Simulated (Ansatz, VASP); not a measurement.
# Two plane-wave programs on HfC

File POSCAR:

```
HfC
1.0
    0.0000000000      2.2969568446      2.2969568446
    2.2969568446      0.0000000000      2.2969568446
    2.2969568446      2.2969568446      0.0000000000
Hf C
1 1
Direct
    0.5000000000      0.5000000000      0.5000000000
    0.0000000000      0.0000000000      0.0000000000
```

File INCAR.step1:

```
SYSTEM = HfC
PREC = Accurate
ENCUT = 520
ISMEAR = 0
SIGMA = 0.1
LREAL = .False.
LASPH = .True.
NELM = 60
NBANDS = 14
GGA = PE
ALGO = Normal
EDIFF = 1E-4
LWAVE = .True.
LCHARG = .False.
```

The input INCAR.step2:

```
SYSTEM = HfC
PREC = Accurate
ENCUT = 520
EDIFF = 1E-6
ISMEAR = 0
SIGMA = 0.1
LREAL = .False.
LASPH = .True.
NELM = 60
ALGO = Normal
ISIF = 2
LWAVE = .False.
LCHARG = .False.
METAGGA = R2SCAN
LMIXTAU = .True.
NBANDS = 14
ISTART = 1
```

The input KPOINTS:

```
Automatic mesh
0
Gamma
  16 16 16
  0 0 0
```

Input for Ansatz:

```yaml
crystal:
  lattice:
    - [0.0, 2.2969568446, 2.2969568446]
    - [2.2969568446, 0.0, 2.2969568446]
    - [2.2969568446, 2.2969568446, 0.0]
  atoms:
    - { symbol: Hf, position: [0.5, 0.5, 0.5] }
    - { symbol: C, position: [0.0, 0.0, 0.0] }
basis:
  ecutwfc: 500
kpoints:
  mp_grid: { grid: [16, 16, 16] }
hamiltonian:
  xc: r2scan
scf:
  occupations: { method: gaussian, width: 0.1 }
output:
  forces: true
  stress: true
  eigenvalues: true
```

Alike in both runs: task single point; functional r2SCAN; k mesh 16 × 16 × 16; occupations gaussian, width 0.1 eV; no spin polarisation.

|  | VASP | Ansatz |
| --- | --- | --- |
| version | VASP 6.6.1 | Ansatz 0.2.0 |
| potentials or method | VASP PAW PBE potentials, release 64 (Hf_pv, C), cutoff 520 eV | scalar-relativistic, plane waves, PAW |
| valence electrons in the cell | 14 | 30 |

|  | VASP | Ansatz | Ansatz less VASP |
| --- | --- | --- | --- |
| gap on the k mesh at the Fermi level (eV) | none | none | - |
| pressure (GPa) | 7.0 | 7.9 | +0.94 |

VASP's potentials were made for PBE, not for r2SCAN. A gap of «none» marks a metal or a gap that the smearing closes. With one functional, cell and mesh, what is left measures potentials, basis and numerics. VASP's potentials hold 14 valence electrons a cell and Ansatz's 30, so a difference there can come from the potentials and not from the codes.

Neither program's run includes spin-orbit coupling.
